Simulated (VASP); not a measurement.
Set up this calculation in VASP 6.6.1, as the native input.

- Task: single point
- Functional: PBE
- Potentials or basis: VASP PAW PBE potentials, release 64 (W_sv, Ge_d)
- Cutoff: 520 eV
- k mesh: 15 × 15 × 15
- Occupations: fermi-dirac, width 0.05 eV
- Spin: no spin polarisation
- Dipole correction: no
- Further INCAR settings: ALGO = Normal; EDIFF = 1e-06; NBANDS = 21

The structure of GeW (CsCl type) lies in POSCAR:

```
GeW
1.0
    2.6315715320      0.0000000000      0.0000000000
    0.0000000000      2.6315715320      0.0000000000
    0.0000000000      0.0000000000      2.6315715320
W Ge
1 1
Direct
    0.0000000000      0.0000000000      0.0000000000
    0.5000000000      0.5000000000      0.5000000000
```

The input as run:

INCAR

```
PREC = Accurate
ENCUT = 520
EDIFF = 1E-6
ISMEAR = -1
SIGMA = 0.05
LREAL = F
LASPH = T
NELM = 100
ALGO = Normal
ISIF = 2
LWAVE = F
LCHARG = F
GGA = PE
NBANDS = 21
```

KPOINTS

```
regular mesh
0
Gamma
  15 15 15
```

Potentials or basis: VASP PAW PBE potentials, release 64 (W_sv, Ge_d).

Command:

```sh
$ cat potpaw_PBE.64/W_sv/POTCAR potpaw_PBE.64/Ge_d/POTCAR > POTCAR
$ mpirun -np 1 vasp_std > vasp.out
```

It gave:

```
Pressure               : 347.6 GPa
Band gap on the k mesh : zero (bands 14 and 15 overlap by 7.63 eV)
```

Caveat: the cell stands under pressure; spin-orbit coupling is left out, which moves the levels of the heavy elements.

It took 26 s on 1 thread of AMD EPYC 7R13 Processor (Zen 3), with other jobs on the host, peak memory 0.13 GiB.
